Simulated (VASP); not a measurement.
# MnS (Fm-3m) in VASP: relaxation of cell and atoms with PBEsol+D4

Aim: the relaxation of cell and atoms of MnS with PBEsol+D4.

Everything below comes from runs of VASP 6.6.1. Logs are shortened: lines on timing, memory, paths and dates and some standing lists are left out, and cuts for length are marked.

## Step 1: The cell of the first run

It takes space group Fm-3m (No. 225, cubic). The conventional cell has a = 5.209 Å, b = 5.209 Å, c = 5.209 Å, α = 90.00°, β = 90.00°, γ = 90.00°. Mn (site symmetry m-3m) has 6 S at 2.60 Å within 3.4 Å. Within 3.4 Å of S (site symmetry m-3m) lie 6 Mn at 2.60 Å.

## Step 2: Relaxation of cell and atoms, PBEsol+D4, collinear spin, ferromagnetic start

INCAR

```
PREC = Accurate ; ENCUT = 600
EDIFF = 1E-6 ; ISMEAR = -1
SIGMA = 0.05 ; LREAL = False
LASPH = True ; NELM = 150
ALGO = Normal ; ISIF = 3
LWAVE = False ; LCHARG = False
ISPIN = 2 ; MAGMOM = 4 0
LORBIT = 11 ; LMAXMIX = 4
GGA = PS ; IVDW = 13
IBRION = 2 ; NSW = 60
EDIFFG = -0.01
```

KPOINTS

```
Automatic mesh
0
Gamma
  9 9 9
```

POSCAR

```
MnS
1.0
    0.0000000000      2.6045000000      2.6045000000
    2.6045000000      0.0000000000      2.6045000000
    2.6045000000      2.6045000000      0.0000000000
Mn S
1 1
Direct
    0.0000000000      0.0000000000      0.0000000000
    0.5000000000      0.5000000000      0.5000000000
```

Potentials or basis: VASP PAW PBE potentials, release 64 (Mn_pv, S).

The run is started by

```sh
$ cat potpaw_PBE.64/Mn_pv/POTCAR potpaw_PBE.64/S/POTCAR > POTCAR
$ mpirun -np 1 vasp_std > vasp.out
```

OUTCAR:

```text
PREC = Accurate
   ENCUT = 600
   EDIFF = 1E-6
   ISMEAR = -1
   LREAL = False
   LASPH = True
   NELM = 150
   ISIF = 3
   ISPIN = 2
   LORBIT = 11
   GGA = PS
   IVDW = 13
   IBRION = 2
   NSW = 60
   EDIFFG = -0.01

 ion  position               nearest neighbor table
   1  0.000  0.000  0.000-   2 2.60   2 2.60   2 2.60   2 2.60   2 2.60   2 2.60
   2  0.500  0.500  0.500-   1 2.60   1 2.60   1 2.60   1 2.60   1 2.60   1 2.60

  LATTYP: Found a face centered cubic cell.
 ALAT       =     5.2090000000

  Lattice vectors:

 A1 = (   0.0000000000,   2.6045000000,   2.6045000000)
 A2 = (   2.6045000000,   0.0000000000,   2.6045000000)
 A3 = (   2.6045000000,   2.6045000000,   0.0000000000)

Analysis of symmetry for initial positions (statically):
=====================================================================
 Subroutine PRICEL returns:
 Original cell was already a primitive cell.

 Routine SETGRP: Setting up the symmetry group for a
 face centered cubic supercell.

 Subroutine GETGRP returns: Found 48 space group operations
 (whereof 48 operations were pure point group operations)
 out of a pool of 48 trial point group operations.

The static configuration has the point symmetry O_h .

Analysis of symmetry for dynamics (positions and initial velocities):
=====================================================================
 Subroutine PRICEL returns:
 Original cell was already a primitive cell.

 Routine SETGRP: Setting up the symmetry group for a
 face centered cubic supercell.

 Subroutine GETGRP returns: Found 48 space group operations
 (whereof 48 operations were pure point group operations)
 out of a pool of 48 trial point group operations.

The dynamic configuration has the point symmetry O_h .

Analysis of structural, dynamic, and magnetic symmetry:
=====================================================================
 Subroutine PRICEL returns:
 Original cell was already a primitive cell.

 Routine SETGRP: Setting up the symmetry group for a
 face centered cubic supercell.

 Subroutine GETGRP returns: Found 48 space group operations
 (whereof 48 operations were pure point group operations)
 out of a pool of 48 trial point group operations.

The overall configuration has the point symmetry O_h .

 Subroutine INISYM returns: Found 48 space group operations
 (whereof 48 operations are pure point group operations),
 and found     1 'primitive' translations

----------------------------------------------------------------------------------------

                                     Primitive cell

  volume of cell :      35.3348

  direct lattice vectors                    reciprocal lattice vectors
     0.000000000  2.604500000  2.604500000    -0.191975427  0.191975427  0.191975427
     2.604500000  0.000000000  2.604500000     0.191975427 -0.191975427  0.191975427
     2.604500000  2.604500000  0.000000000     0.191975427  0.191975427 -0.191975427

  length of vectors
     3.683319223  3.683319223  3.683319223     0.332511194  0.332511194  0.332511194

  position of ions in fractional coordinates (direct lattice)
     0.000000000  0.000000000  0.000000000
     0.500000000  0.500000000  0.500000000

  ion indices of the primitive-cell ions
   primitive index   ion index
                 1           1
                 2           2

----------------------------------------------------------------------------------------

 KPOINTS: Automatic mesh

Automatic generation of k-mesh.
 Grid dimensions read from file:
 generate k-points for:    9    9    9

 Generating k-lattice:

  Cartesian coordinates                     Fractional coordinates (reciprocal lattice)
    -0.021330603  0.021330603  0.021330603     0.111111111  0.000000000  0.000000000
     0.021330603 -0.021330603  0.021330603     0.000000000  0.111111111  0.000000000
     0.021330603  0.021330603 -0.021330603     0.000000000  0.000000000  0.111111111

  Length of vectors
     0.036945688  0.036945688  0.036945688

  Shift w.r.t. Gamma in fractional coordinates (k-lattice)
     0.000000000  0.000000000  0.000000000

 Subroutine IBZKPT returns following result:
 ===========================================

 Found     35 irreducible k-points:

 Following reciprocal coordinates:
            Coordinates               Weight
  0.000000  0.000000  0.000000      1.000000
  0.111111  0.000000  0.000000      8.000000
  0.222222  0.000000  0.000000      8.000000
  0.333333  0.000000  0.000000      8.000000
  0.444444  0.000000  0.000000      8.000000
  0.111111  0.111111  0.000000      6.000000
[... 16 lines left out ...]
 -0.333333  0.333333  0.000000     12.000000
  0.444444  0.444444  0.000000      6.000000
 [... further k-points ...]
   k-points           NKPTS =     35   k-points in BZ     NKDIM =     35   number of bands    NBANDS=     15
   number of dos      NEDOS =    301   number of ions     NIONS =      2
   total plane-waves  NPLWV =  27000
   dimension x,y,z NGX =    30 NGY =   30 NGZ =   30
   dimension x,y,z NGXF=    60 NGYF=   60 NGZF=   60
   ions per type =               1   1
   NGX,Y,Z   is equivalent  to a cutoff of  13.54, 13.54, 13.54 a.u.
   NGXF,Y,Z  is equivalent  to a cutoff of  27.08, 27.08, 27.08 a.u.
 SYSTEM =  unknown system
   PREC   = accura    normal or accurate (medium, high low for compatibility)
   ISTART =      0    job   : 0-new  1-cont  2-samecut
   ICHARG =      2    charge: 1-file 2-atom 10-const
   ISPIN  =      2    spin polarized calculation?
   LNONCOLLINEAR =      F non collinear calculations
   LSORBIT =      F    spin-orbit coupling
   LASPH  =      T    aspherical Exc in radial PAW
   ENCUT  =  600.0 eV  44.10 Ry    6.64 a.u.   7.36  7.36  7.36*2*pi/ulx,y,z
   NELM   =    150;   NELMIN=  2; NELMDL= -5     # of ELM steps
   EDIFF  = 0.1E-05   stopping-criterion for ELM
   LREAL  =      F    real-space projection
   EDIFFG = -.1E-01   stopping-criterion for IOM
   NSW    =     60    number of steps for IOM
   IBRION =      2    ionic relax: 0-MD 1-quasi-New 2-CG
   NFREE  =      1    steps in history (QN), initial steepest desc. (CG)
   ISIF   =      3    stress and relaxation
   ISYM   =      2    0-nonsym 1-usesym 2-fastsym
   POTIM  = 0.5000    time-step for ionic-motion
   TEBEG  =    0.0;   TEEND  =   0.0 temperature during run
   PSTRESS=    0.0 pullay stress
   NELECT =      19.0000    total number of electrons
   NUPDOWN=      -1.0000    fix difference up-down
   EMIN   =  10.00;   EMAX   =-10.00  energy-range for DOS
   EFERMI =   0.00;   METHOD = LEGACY
   ISMEAR =    -1;   SIGMA  =   0.05  broadening in eV -4-tet -1-fermi 0-gaus
   EFERMI_NEDOS =   21; number of points for ismear=-14 and -15
   IALGO  =     38    algorithm
   IMIX   =      4    mixing-type and parameters
     AMIX     =   0.40;   BMIX     =  1.00
     AMIX_MAG =   1.60;   BMIX_MAG =  1.00
  volume/ion in A,a.u.               =      17.67       119.23
  Fermi-wavevector in a.u.,A,eV,Ry     =   1.331246  2.515690 24.112464  1.772216
  Thomas-Fermi vector in A             =   2.460272
   LORBIT       =     11    0 simple, 1 ext, 2 COOP (PROOUT), +10 PAW based schemes
   GGA     = PS    functional components
   LHFCALC =     F    Hartree Fock is set to
   AEXX    =    0.0000 exact exchange contribution
   IVDW    =    13    specifies the selected vdW correction
   LEPSILON=     F    determine dielectric tensor
   LRPA    =     F    only Hartree local field effects (RPA)
 conjugate gradient relaxation of ions
 spin polarized calculation
  energy-cutoff  :      600.00
  volume of cell :       35.33
 maximum number of plane-waves:      1243
 NGX is ok and might be reduce to    30
   NGX = 15   NGY = 15   NGZ = 15

--------------------------------------- Ionic step        1  -------------------------------------------

 number of electron      19.0000008 magnetization       4.6855103

 Free energy of the ion-electron system (eV)
  ---------------------------------------------------
  ext. energy  EPLUGINS =         0.00000000
  ---------------------------------------------------
  free energy    TOTEN  =       -14.85793128 eV

  energy without entropy =      -14.85107209  energy(sigma->0) =      -14.85450168

------------------------ aborting loop because EDIFF is reached ----------------------------------------

  DFT-D4 for vdW energy calculation

  Edisp (eV):   -0.45983
[... 191 lines left out ...]
--------------------------------------- Ionic step        6  -------------------------------------------

 number of electron      19.0000005 magnetization       3.9404521

 Free energy of the ion-electron system (eV)
  ---------------------------------------------------
  ext. energy  EPLUGINS =         0.00000000
  ---------------------------------------------------
  free energy    TOTEN  =       -14.98398980 eV

  energy without entropy =      -14.97588303  energy(sigma->0) =      -14.97993641

 E-fermi :   8.8485     XC(G=0): -11.8398

 val. band max:        8.8427826048   @ k =   0.2222   0.2222   0.0000
 cond. band min:       8.8881097831   @ k =  -0.1111   0.1111   0.0000
 fundamental gap:      0.0453271784
 Fermi energy:         8.8485125142

 spin component 1

 k-point     1 :       0.0000    0.0000    0.0000
  band No.  band energies     occupation
      1     -41.2673      1.00000
      2     -41.2673      1.00000
      3     -41.2673      1.00000
      4      -7.1525      1.00000
      5       5.4976      1.00000
      6       5.4976      1.00000
      7       5.4976      1.00000
      8       5.6224      1.00000
      9       5.6224      1.00000
     10       6.8200      1.00000
     11       6.8200      1.00000
     12       6.8200      1.00000
     13      12.2948      0.00000
     14      18.0126      0.00000
[... 401 lines left out ...]
      2     -41.2756      1.00000
      3     -41.2756      1.00000
      4      -5.1738      1.00000
      5       1.7326      1.00000
      6       4.6234      1.00000
      7       4.7685      1.00000
      8       4.7685      1.00000
      9       6.0118      1.00000
     10       6.6381      1.00000
     11       6.6381      1.00000
     12       7.4568      1.00000
     13      10.4045      0.00000
     14      14.7692      0.00000
     15      20.6102      0.00000

 [... further k-points ...]

 spin component 2

 k-point     1 :       0.0000    0.0000    0.0000
  band No.  band energies     occupation
      1     -37.4492      1.00000
      2     -37.4492      1.00000
      3     -37.4492      1.00000
      4      -6.8718      1.00000
      5       7.0258      1.00000
      6       7.0258      1.00000
      7       7.0258      1.00000
      8       8.4643      0.99954
      9       8.4643      0.99954
     10       8.4643      0.99954
     11       8.6055      0.99231
     12       8.6055      0.99231
     13      13.0375      0.00000
     14      19.0747      0.00000
[... 401 lines left out ...]
      2     -37.4597      1.00000
      3     -37.4597      1.00000
      4      -4.9054      1.00000
      5       2.1143      1.00000
      6       5.1002      1.00000
      7       5.1002      1.00000
      8       6.9803      1.00000
      9       9.1764      0.00142
     10      10.1964      0.00000
     11      10.1964      0.00000
     12      10.6003      0.00000
     13      11.7143      0.00000
     14      16.4098      0.00000
     15      20.9851      0.00000

 [... further k-points ...]

------------------------ aborting loop because EDIFF is reached ----------------------------------------

  DFT-D4 for vdW energy calculation

  Edisp (eV):   -0.55280
[... 25 lines left out ...]
  FREE ENERGIE OF THE ION-ELECTRON SYSTEM (eV)
  ---------------------------------------------------
  free  energy   TOTEN  =       -15.5367908572 eV

  energy  without entropy=      -15.5286840818  energy(sigma->0) =      -15.53273747

 reached required accuracy - stopping structural energy minimisation

 total charge

# of ion       s       p       d       tot
------------------------------------------
    1        0.259   6.233   5.064  11.556
    2        1.322   2.404   0.000   3.726
--------------------------------------------------
tot          1.581   8.637   5.064  15.282

 magnetization (x)

# of ion       s       p       d       tot
------------------------------------------
    1        0.053   0.043   3.559   3.655
    2        0.025   0.028   0.000   0.053
--------------------------------------------------
tot          0.078   0.072   3.559   3.709
```

Wall time 2.9 min (1 thread of Oxide Virtual Turin-like, shared host); peak memory 0.18 GiB.

What came out:

- Free energy: -15.5368 eV
- Relaxed volume: 14.48 Å³/atom
- Relaxed cell: a = 3.447 Å, b = 3.447 Å, c = 3.447 Å, α = 60.00°, β = 60.00°, γ = 60.00°
- Space group after relaxing (to 0.1 Å): Fm-3m (No. 225)
- Energy gained by relaxing: 109.5 meV/atom
- Ionic steps: 6
- Pressure after relaxing: 0.0 GPa
- Net moment: 3.94 μB per cell
- Site moments: Mn +3.65; S +0.05 μB
- Valence electrons inside the program's atomic spheres: Mn 11.56; S 3.73
- Dispersion energy per atom: -0.276 eV

Step by step:
| step | energy change (eV) | largest force (eV/Å) | pressure (GPa) | volume (Å³) |
| --- | --- | --- | --- | --- |
| 1 | 0.0000 | 0.0000 | -9.11 | 35.33 |
| 2 | -0.1973 | 0.0000 | -4.02 | 30.44 |
| 3 | -0.1696 | 0.0000 | 12.17 | 26.84 |
| 4 | -0.2165 | 0.0000 | -1.73 | 29.43 |
| 5 | -0.2188 | 0.0000 | 0.52 | 28.82 |
| 6 | -0.2190 | 0.0000 | 0.02 | 28.96 |

Final structure:
```xyz
2
Lattice="0.0000 2.4374 2.4374 2.4374 0.0000 2.4374 2.4374 2.4374 0.0000" Properties=species:S:1:pos:R:3 pbc="T T T"
Mn    0.0000    0.0000    0.0000
S     2.4374    2.4374    2.4374
```

Caveat: the volume moved by over 15 % at a fixed basis, so the end points are rough; the PAW data sets were made with another functional, which shifts forces and pressure a little; a cell with one magnetic atom can't hold antiferromagnetic order, which such compounds often take; semilocal functionals often make such compounds metallic where correlation or magnetic order opens a gap, which also shifts bond lengths.
